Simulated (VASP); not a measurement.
Input of a VASP 6.6.1 run:

INCAR

```
  ALGO = Normal
  EDIFF = 1E-7
  ENCUT = 520
  GGA = PE
  ISIF = 2
  ISMEAR = 0
  LASPH = T
  LCHARG = F
  LREAL = F
  LWAVE = F
  NBANDS = 18
  NELM = 100
  PREC = Accurate
  SIGMA = 0.1
```

The input KPOINTS:

```
k-points
0
Gamma
  8 8 8
```

POSCAR

```
Si2Ge
1.0
   -1.4304896700      1.4304896700      6.0690536700
    1.4304896700     -1.4304896700      6.0690536700
    1.4304896700      1.4304896700     -6.0690536700
Si Ge
2 1
Direct
    0.6666666700      0.6666666700      0.0000000000
    0.3333333300      0.3333333300      0.0000000000
    0.0000000000      0.0000000000      0.0000000000
```

Potentials or basis: VASP PAW PBE potentials, release 64 (Si, Ge_d).

Run with:

```console
$ cat potpaw_PBE.64/Si/POTCAR potpaw_PBE.64/Ge_d/POTCAR > POTCAR
$ mpirun -np 1 vasp_std > vasp.out
```

Problem. What does it give for the pressure?

Solution. 0.6 GPa.

Problem. Predict the largest force.

Solution. 0.601 eV/Å.

Problem. Estimate the band gap on the k mesh.

Solution. Zero (bands 11 and 12 overlap by 6.39 eV).

Stress tensor (GPa, compression positive):
```
0.02 0.00 0.00
0.00 0.02 0.00
0.00 0.00 1.77
```
